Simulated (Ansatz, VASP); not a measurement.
One calculation of Mg, two programs

```xyz
1
Lattice="0.0000 1.7950 1.7950 1.7950 0.0000 1.7950 1.7950 1.7950 0.0000" Properties=species:S:1:pos:R:3 pbc="T T T"
Mg    0.0000    0.0000    0.0000
```

Change from the starting cell: volume scaled by 0.5, LAPW.

Alike in both runs: task single point; functional PBE; k mesh 16 × 16 × 16; occupations fermi-dirac, width 0.08 eV; no spin polarisation.

```csv
,VASP,Ansatz
version,VASP 6.6.1,Ansatz 0.2.0
potentials or method,"VASP PAW PBE potentials, release 64 (Mg), cutoff 520 eV","all-electron LAPW, scalar-relativistic"
```

Ansatz gave:

```
pressure (GPa) : 92.2
```

Q: Estimate VASP's values.

A: Pressure (GPa): 93.9.

Both programs put the cell under a high pressure, so it lies far from rest at this level. Ansatz ran all-electron here, and VASP with PAW potentials.

Noted on VASP's run: the cell as given lies far from equilibrium.
